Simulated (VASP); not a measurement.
Here is a VASP 6.6.1 calculation.

File INCAR:

```
SYSTEM = TiO2
  ALGO = Normal
  EDIFF = 1E-6
  ENCUT = 520
  ISIF = 2
  ISMEAR = 0
  LASPH = .TRUE.
  LCHARG = .TRUE.
  LELF = .TRUE.
  LREAL = .FALSE.
  LVHAR = .TRUE.
  LWAVE = .FALSE.
  NBANDS = 33
  NELM = 60
  PREC = Accurate
  SIGMA = 0.01
```

Contents of KPOINTS:

```
k-points
0
G
  6 6 6
  0 0 0
```

Contents of POSCAR:

```
TiO2
1.0
   -1.8921000000      1.8921000000      4.7573000000
    1.8921000000     -1.8921000000      4.7573000000
    1.8921000000      1.8921000000     -4.7573000000
Ti O
2 4
Direct
    0.0000000000      0.0000000000      0.0000000000
    0.7500000000      0.2500000000      0.5000000000
    0.2072533181      0.2072533181      0.0000000000
    0.9572533181      0.4572533181      0.5000000000
    0.5427466819      0.0427466819      0.5000000000
    0.7927466819      0.7927466819      0.0000000000
```

Potentials or basis: VASP PAW LDA potentials, release 64 (Ti_sv, O).

The run is started by

```console
$ cat potpaw_LDA.64/Ti_sv/POTCAR potpaw_LDA.64/O/POTCAR > POTCAR
$ mpirun -np 1 vasp_std > vasp.out
```

(1) Predict the pressure.

(2) Predict the largest force.

Answers

(1) -5.1 GPa.

(2) 0.037 eV/Å.

Caveat: the cell stands under tension.
